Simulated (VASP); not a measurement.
## TaC: single point with r2SCAN

TaC:

```xyz
2
Lattice="0.0000 2.2270 2.2270 2.2270 0.0000 2.2270 2.2270 2.2270 0.0000" Properties=species:S:1:pos:R:3 pbc="T T T"
Ta    0.0000    0.0000    0.0000
C     2.2270    2.2270    2.2270
```

```
Program                : VASP 6.6.1
Task                   : single point
Functional             : r2SCAN
Potentials or basis    : VASP PAW PBE potentials, release 64 (Ta_pv, C)
Cutoff                 : 660 eV
k mesh                 : 18 × 18 × 18
Occupations            : gaussian, width 0.15 eV
Spin                   : no spin polarisation
Dipole correction      : no
Further INCAR settings : ALGO = Normal; EDIFF = 1e-06; NBANDS = 14
```

| Item | Value |
| --- | --- |
| Pressure | 3.1 GPa |
| Band gap on the k mesh | zero (an odd number of electrons rules out a gap without spin polarisation) |

Levels at points of the mesh, in eV from the Fermi level:
```
           k point  band 4  band 5  band 6  band 7  band 8  band 9  band 10  band 11  band 12  band 13
(0.00, 0.00, 0.00)  -15.76   -1.36   -1.36   -1.36   -0.61   -0.61    -0.61     0.60     0.60     7.07
(0.50, 0.00, 0.00)  -11.26   -9.15   -5.85   -5.85    2.84    2.84     3.92     5.73    10.12    10.35
(0.50, 0.50, 0.00)  -13.66   -4.99   -4.65   -2.00   -2.00    2.60     4.23     4.23     7.24     8.53
```

Run time: 9.1 min on 1 thread of Intel Xeon 8259CL, on a shared host, peak memory 0.24 GiB.

Caveat: the cell stands under pressure; the PAW data sets were made with another functional, which shifts forces and pressure a little; spin-orbit coupling is left out, which moves the levels of the heavy elements.
